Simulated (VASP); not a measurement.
Here is a VASP 6.6.1 calculation.

The input INCAR:

```
PREC = Accurate ; ENCUT = 520
EDIFF = 1E-6 ; ISMEAR = 0
SIGMA = 0.1 ; LREAL = False
LASPH = True ; NELM = 80
ALGO = Normal ; ISIF = 2
LWAVE = False ; LCHARG = True
GGA = PE ; LELF = True
LVHAR = True ; NBANDS = 24
```

The input KPOINTS:

```
Automatic mesh
0
Gamma
  12 12 4
```

POSCAR

```
Sc2B2Sb
1.0
    3.2334356695      0.0000000000      0.0000000000
   -1.6167178348      2.8002374313      0.0000000000
    0.0000000000      0.0000000000      9.1643744201
Sc B Sb
2 2 1
Direct
    0.0000000000      0.0000000000      0.6805907927
    0.0000000000      0.0000000000      0.3194092073
    0.3333333333      0.6666666667      0.5000000000
    0.6666666667      0.3333333333      0.5000000000
    0.0000000000      0.0000000000      0.0000000000
```

Potentials or basis: VASP PAW PBE potentials, release 64 (Sc_sv, B, Sb).

Command:

```console
$ cat potpaw_PBE.64/Sc_sv/POTCAR potpaw_PBE.64/B/POTCAR potpaw_PBE.64/Sb/POTCAR > POTCAR
$ mpirun -np 1 vasp_std > vasp.out
```

Task: What does it give for the band gap on the k mesh?

Result: Zero (an odd number of electrons rules out a gap without spin polarisation).

Task: Estimate the largest force.

Result: 0.035 eV/Å.

Forces on the atoms (eV/Å):
```
Sc   0.000  0.000  0.035
Sc   0.000  0.000 -0.035
B    0.000  0.000  0.000
B    0.000  0.000  0.000
Sb   0.000  0.000  0.000
```

Caveat: spin-orbit coupling is left out, which moves the levels of the heavy elements.
